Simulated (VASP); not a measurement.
# ZnSbO2 (P6_3/mmc) in VASP: further runs

The runs below take ZnSbO2 through single point, relaxation of cell and atoms, with PBE.

The COD entry that gives the cell may itself be a prediction, so a difference from it is no test against experiment.

Everything below comes from runs of VASP 6.6.1. Logs are shortened: lines on timing, memory, paths and dates and some standing lists are left out, and cuts for length are marked.

### Step 1. The cell of the first run

The structure is hexagonal, space group P6_3/mmc (No. 194). The conventional cell has a = 3.210 Å, b = 3.210 Å, c = 12.581 Å, α = 90.00°, β = 90.00°, γ = 120.00°. Zn (site symmetry -3m) has 6 O at 2.14 Å within 2.8 Å. Within 2.7 Å of Sb (site symmetry -6m2) lie 2 O at 2.07 Å. Within 2.7 Å of O (site symmetry 3m) lie 1 Sb at 2.07 Å and 3 Zn at 2.14 Å.

### Step 2. Single point, PBE

The input, INCAR:

```
SYSTEM = ZnSbO2
  PREC = Accurate
  ENCUT = 520
  EDIFF = 1E-7
  ISMEAR = 0
  SIGMA = 0.1
  LREAL = .False.
  LASPH = .True.
  NELM = 80
  ALGO = Normal
  ISIF = 2
  LWAVE = .False.
  LCHARG = .False.
  GGA = PE
  NBANDS = 39
```

The input, KPOINTS:

```
Automatic mesh
0
Gamma
  6 6 2
  0 0 0
```

The input, POSCAR:

```
ZnSbO2
1.0
    3.2102771055      0.0000000026      0.0000000000
   -1.6051385550      2.7801815252      0.0000000000
    0.0000000000      0.0000000000     12.5813637445
Zn Sb O
2 2 4
Direct
    0.0000000000      0.0000000000      0.0000000000
    0.0000000000      0.0000000000      0.5000000000
    0.3333333333      0.6666666667      0.2500000000
    0.6666666667      0.3333333333      0.7500000000
    0.3333333333      0.6666666667      0.0853457263
    0.6666666667      0.3333333333      0.5853457263
    0.3333333333      0.6666666667      0.4146542737
    0.6666666667      0.3333333333      0.9146542737
```

Potentials or basis: VASP PAW PBE potentials, release 64 (Zn, Sb, O).

Run with:

```console
> cat potpaw_PBE.64/Zn/POTCAR potpaw_PBE.64/Sb/POTCAR potpaw_PBE.64/O/POTCAR > POTCAR
> mpirun -np 1 vasp_std > vasp.out
```

OUTCAR:

```text
SYSTEM = ZnSbO2
   PREC = Accurate
   ENCUT = 520
   EDIFF = 1E-7
   ISMEAR = 0
   LREAL = .False.
   LASPH = .True.
   NELM = 80
   ISIF = 2
   GGA = PE

 ion  position               nearest neighbor table
   1  0.000  0.000  0.000-   5 2.14   8 2.14   5 2.14   8 2.14   8 2.14   5 2.14
   2  0.000  0.000  0.500-   6 2.14   7 2.14   7 2.14   6 2.14   6 2.14   7 2.14
   3  0.333  0.667  0.250-   5 2.07   7 2.07
   4  0.667  0.333  0.750-   6 2.07   8 2.07
   5  0.333  0.667  0.085-   3 2.07   1 2.14   1 2.14   1 2.14
   6  0.667  0.333  0.585-   4 2.07   2 2.14   2 2.14   2 2.14
   7  0.333  0.667  0.415-   3 2.07   2 2.14   2 2.14   2 2.14
   8  0.667  0.333  0.915-   4 2.07   1 2.14   1 2.14   1 2.14

  LATTYP: Found a hexagonal cell.
 ALAT       =     3.2102771055
 C/A-ratio  =     3.9190896396

  Lattice vectors:

 A1 = (   3.2102771055,   0.0000000026,   0.0000000000)
 A2 = (  -1.6051385550,   2.7801815252,   0.0000000000)
 A3 = (   0.0000000000,   0.0000000000,  12.5813637445)

Analysis of symmetry for initial positions (statically):
=====================================================================
 Subroutine PRICEL returns:
 Original cell was already a primitive cell.

 Routine SETGRP: Setting up the symmetry group for a
 hexagonal supercell.

 Subroutine GETGRP returns: Found 24 space group operations
 (whereof 12 operations were pure point group operations)
 out of a pool of 24 trial point group operations.

The static configuration has the point symmetry D_3d.
 The point group associated with its full space group is D_6h.

Analysis of symmetry for dynamics (positions and initial velocities):
=====================================================================
 Subroutine PRICEL returns:
 Original cell was already a primitive cell.

 Routine SETGRP: Setting up the symmetry group for a
 hexagonal supercell.

 Subroutine GETGRP returns: Found 24 space group operations
 (whereof 12 operations were pure point group operations)
 out of a pool of 24 trial point group operations.

The dynamic configuration has the point symmetry D_3d.
 The point group associated with its full space group is D_6h.

 Subroutine INISYM returns: Found 24 space group operations
 (whereof 12 operations are pure point group operations),
 and found     1 'primitive' translations

----------------------------------------------------------------------------------------

                                     Primitive cell

  volume of cell :     112.2906

  direct lattice vectors                    reciprocal lattice vectors
     3.210277105  0.000000003  0.000000000     0.311499589  0.179844372  0.000000000
    -1.605138555  2.780181525  0.000000000    -0.000000000  0.359688744  0.000000000
     0.000000000  0.000000000 12.581363745     0.000000000  0.000000000  0.079482640

  length of vectors
     3.210277105  3.210277105 12.581363745     0.359688744  0.359688744  0.079482640

  position of ions in fractional coordinates (direct lattice)
     0.000000000  0.000000000  0.000000000
     0.000000000  0.000000000  0.500000000
     0.333333333  0.666666667  0.250000000
     0.666666667  0.333333333  0.750000000
     0.333333333  0.666666667  0.085345726
     0.666666667  0.333333333  0.585345726
     0.333333333  0.666666667  0.414654274
     0.666666667  0.333333333  0.914654274

  ion indices of the primitive-cell ions
   primitive index   ion index
                 1           1
                 2           2
                 3           3
                 4           4
                 5           5
                 6           6
                 7           7
                 8           8

----------------------------------------------------------------------------------------

 KPOINTS: Automatic mesh

Automatic generation of k-mesh.
 Grid dimensions read from file:
 generate k-points for:    6    6    2

 Generating k-lattice:

  Cartesian coordinates                     Fractional coordinates (reciprocal lattice)
     0.051916598  0.029974062  0.000000000     0.166666667  0.000000000  0.000000000
    -0.000000000  0.059948124  0.000000000     0.000000000  0.166666667  0.000000000
     0.000000000  0.000000000  0.039741320     0.000000000  0.000000000  0.500000000

  Length of vectors
     0.059948124  0.059948124  0.039741320

  Shift w.r.t. Gamma in fractional coordinates (k-lattice)
     0.000000000  0.000000000  0.000000000

 Subroutine IBZKPT returns following result:
 ===========================================

 Found     14 irreducible k-points:

 Following reciprocal coordinates:
            Coordinates               Weight
  0.000000  0.000000  0.000000      1.000000
  0.166667  0.000000  0.000000      6.000000
  0.333333  0.000000  0.000000      6.000000
  0.500000  0.000000  0.000000      3.000000
  0.166667  0.166667  0.000000      6.000000
  0.333333  0.166667  0.000000     12.000000
  0.333333  0.333333  0.000000      2.000000
  0.000000  0.000000  0.500000      1.000000
  0.166667  0.000000  0.500000      6.000000
  0.333333  0.000000  0.500000      6.000000
  0.500000  0.000000  0.500000      3.000000
  0.166667  0.166667  0.500000      6.000000
  0.333333  0.166667  0.500000     12.000000
  0.333333  0.333333  0.500000      2.000000
   k-points           NKPTS =     14   k-points in BZ     NKDIM =     14   number of bands    NBANDS=     39
   number of dos      NEDOS =    301   number of ions     NIONS =      8
   total plane-waves  NPLWV =  55296
   dimension x,y,z NGX =    24 NGY =   24 NGZ =   96
   dimension x,y,z NGXF=    48 NGYF=   48 NGZF=  192
   ions per type =               2   2   4
   NGX,Y,Z   is equivalent  to a cutoff of  12.43, 12.43, 12.69 a.u.
   NGXF,Y,Z  is equivalent  to a cutoff of  24.86, 24.86, 25.37 a.u.
 SYSTEM =  ZnSbO2
   PREC   = accura    normal or accurate (medium, high low for compatibility)
   ISTART =      0    job   : 0-new  1-cont  2-samecut
   ICHARG =      2    charge: 1-file 2-atom 10-const
   ISPIN  =      1    spin polarized calculation?
   LNONCOLLINEAR =      F non collinear calculations
   LSORBIT =      F    spin-orbit coupling
   LASPH  =      T    aspherical Exc in radial PAW
   ENCUT  =  520.0 eV  38.22 Ry    6.18 a.u.   5.97  5.97 23.39*2*pi/ulx,y,z
   NELM   =     80;   NELMIN=  2; NELMDL= -5     # of ELM steps
   EDIFF  = 0.1E-06   stopping-criterion for ELM
   LREAL  =      F    real-space projection
   EDIFFG = 0.1E-05   stopping-criterion for IOM
   NSW    =      0    number of steps for IOM
   IBRION =     -1    ionic relax: 0-MD 1-quasi-New 2-CG
   NFREE  =      0    steps in history (QN), initial steepest desc. (CG)
   ISIF   =      2    stress and relaxation
   ISYM   =      2    0-nonsym 1-usesym 2-fastsym
   POTIM  = 0.5000    time-step for ionic-motion
   TEBEG  =    0.0;   TEEND  =   0.0 temperature during run
   PSTRESS=    0.0 pullay stress
   NELECT =      58.0000    total number of electrons
   NUPDOWN=      -1.0000    fix difference up-down
   EMIN   =  10.00;   EMAX   =-10.00  energy-range for DOS
   EFERMI =   0.00;   METHOD = LEGACY
   ISMEAR =     0;   SIGMA  =   0.10  broadening in eV -4-tet -1-fermi 0-gaus
   EFERMI_NEDOS =   21; number of points for ismear=-14 and -15
   IALGO  =     38    algorithm
   IMIX   =      4    mixing-type and parameters
     AMIX     =   0.40;   BMIX     =  1.00
     AMIX_MAG =   1.60;   BMIX_MAG =  1.00
  volume/ion in A,a.u.               =      14.04        94.72
  Fermi-wavevector in a.u.,A,eV,Ry     =   1.313519  2.482191 23.474570  1.725332
  Thomas-Fermi vector in A             =   2.443836
   LORBIT       =      0    0 simple, 1 ext, 2 COOP (PROOUT), +10 PAW based schemes
   GGA     = PE    functional components
   LHFCALC =     F    Hartree Fock is set to
   AEXX    =    0.0000 exact exchange contribution
   IVDW    =     0    specifies the selected vdW correction
   LEPSILON=     F    determine dielectric tensor
   LRPA    =     F    only Hartree local field effects (RPA)
 non-spin polarized calculation
 Gauss-broadening in eV      SIGMA  =   0.10
  energy-cutoff  :      520.00
  volume of cell :      112.29
 maximum number of plane-waves:      3042
 NGX is ok and might be reduce to    24
   NGX = 11   NGY = 11   NGZ = 47

 number of electron      58.0000009 magnetization

 Free energy of the ion-electron system (eV)
  ---------------------------------------------------
  ext. energy  EPLUGINS =         0.00000000
  ---------------------------------------------------
  free energy    TOTEN  =       -38.22256783 eV

  energy without entropy =      -38.19914046  energy(sigma->0) =      -38.21085414

 E-fermi :   4.9380     XC(G=0): -10.8296

 val. band max:        4.9326839773   @ k =   0.5000   0.0000   0.0000
 cond. band min:       4.9436833245   @ k =   0.3333   0.1667   0.0000
 fundamental gap:      0.0109993472
 Fermi energy:         4.9379958062

 k-point     1 :       0.0000    0.0000    0.0000
  band No.  band energies     occupation
      1     -13.5131      2.00000
      2     -13.3707      2.00000
      3     -12.7792      2.00000
      4     -12.5616      2.00000
      5      -6.3458      2.00000
      6      -5.8745      2.00000
[... 31 lines left out ...]
     38      13.1065      0.00000
     39      15.8464      0.00000

 k-point     2 :       0.1667    0.0000    0.0000
  band No.  band energies     occupation
      1     -13.3334      2.00000
      2     -13.2107      2.00000
      3     -12.6924      2.00000
      4     -12.5157      2.00000
      5      -5.8658      2.00000
      6      -5.4888      2.00000
[... 493 lines left out ...]
     38      13.4247      0.00000
     39      15.0698      0.00000

 k-point    14 :       0.3333    0.3333    0.5000
  band No.  band energies     occupation
      1     -12.5151      2.00000
      2     -12.5151      2.00000
      3     -12.4745      2.00000
      4     -12.4745      2.00000
      5      -2.6954      2.00000
      6      -2.6954      2.00000
[... 31 lines left out ...]
     38      13.0432      0.00000
     39      13.3994      0.00000

------------------------ aborting loop because EDIFF is reached ----------------------------------------

  FORCE on cell =-STRESS in cart. coord.  units (eV):
  Direction    XX          YY          ZZ          XY          YZ          ZX
  --------------------------------------------------------------------------------------
  -------------------------------------------------------------------------------------
  Total       -0.1293544     -0.1293544     -0.0645292     -0.0000000      0.0000000      0.0000000
  in kB       -1.8456465     -1.8456465     -0.9207111     -0.0000000      0.0000000      0.0000000
  external PRESSURE =      -1.5373347 kB  Pullay stress =       0.0000000 kB

 VOLUME and BASIS-vectors are now :
 -----------------------------------------------------------------------------
  energy-cutoff  :      520.00
  volume of cell :      112.29
      direct lattice vectors                 reciprocal lattice vectors
     3.210277105  0.000000003  0.000000000     0.311499589  0.179844372  0.000000000
    -1.605138555  2.780181525  0.000000000    -0.000000000  0.359688744  0.000000000
     0.000000000  0.000000000 12.581363745     0.000000000  0.000000000  0.079482640

 POSITION                                       TOTAL-FORCE (eV/Angst)
 -----------------------------------------------------------------------------------
      0.00000      0.00000      0.00000        -0.000000     -0.000000      0.000000
      0.00000      0.00000      6.29068        -0.000000     -0.000000      0.000000
     -0.00000      1.85345      3.14534        -0.000000      0.000000      0.000000
      1.60514      0.92673      9.43602        -0.000000     -0.000000      0.000000
     -0.00000      1.85345      1.07377         0.000000     -0.000000      0.039008
      1.60514      0.92673      7.36445        -0.000000      0.000000      0.039008
     -0.00000      1.85345      5.21692         0.000000     -0.000000     -0.039008
      1.60514      0.92673     11.50760        -0.000000      0.000000     -0.039008
 -----------------------------------------------------------------------------------
    total drift:                               -0.000000      0.000000      0.000000

  FREE ENERGIE OF THE ION-ELECTRON SYSTEM (eV)
  ---------------------------------------------------
  free  energy   TOTEN  =       -38.2225678299 eV

  energy  without entropy=      -38.1991404579  energy(sigma->0) =      -38.21085414
```

It took 80 s on 1 thread of Intel Xeon 6975P-C (Granite Rapids), shared host; peak memory 0.25 GiB.

Results:

```yaml
Free_energy: -38.2226 eV
Pressure: -0.2 GPa
Largest_force: 0.039 eV/Å
Band_gap_on_the_k_mesh: zero (band 29 reaches 7.80 eV, above the bottom of band 30 at 3.89 eV)
```

Forces on the atoms (eV/Å):
```
Zn   0.000  0.000  0.000
Zn   0.000  0.000  0.000
Sb   0.000  0.000  0.000
Sb   0.000  0.000  0.000
O    0.000  0.000  0.039
O    0.000  0.000  0.039
O    0.000  0.000 -0.039
O    0.000  0.000 -0.039
```

Caveat: the k points lie up to 0.38 Å⁻¹ apart; spin-orbit coupling is left out, which moves the levels of the heavy elements.

(Continued in part 2 of 2.)
